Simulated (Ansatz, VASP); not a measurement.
# MgC: VASP beside Ansatz

```xyz
4
Lattice="1.8437 -4.1491 0.0000 1.8437 4.1491 0.0000 0.0000 0.0000 2.7207" Properties=species:S:1:pos:R:3 pbc="T T T"
Mg    1.8437   -2.9356    0.6802
Mg    1.8437    2.9356    2.0405
C     1.8437   -0.4494    0.6802
C     1.8437    0.4494    2.0405
```

Alike in both runs: functional PBE; k mesh 14 × 14 × 16; occupations gaussian, width 0.1 eV; no spin polarisation.

Ansatz relaxed the structure, and its values are those at the end. VASP's run is a single point on that final structure, the one shown.

|  | VASP | Ansatz |
| --- | --- | --- |
| version | VASP 6.6.1 | Ansatz 0.2.0 |
| potentials or method | VASP PAW PBE potentials, release 64 (Mg, C), cutoff 520 eV | scalar-relativistic, plane waves, PAW |
| valence electrons in the cell | 12 | 28 |

VASP gave:

* gap on the k mesh at the Fermi level (eV): none
* pressure (GPa): -0.2
* rms of the force components (eV/Å): 0.008

Task: What did Ansatz give for the same quantities?

Result: gap on the k mesh at the Fermi level (eV): none; pressure (GPa): 0.0; rms of the force components (eV/Å): 0.000.

A gap of «none» marks a metal or a gap that the smearing closes. VASP's potentials hold 12 valence electrons a cell and Ansatz's 28, so a difference there can come from the potentials and not from the codes.
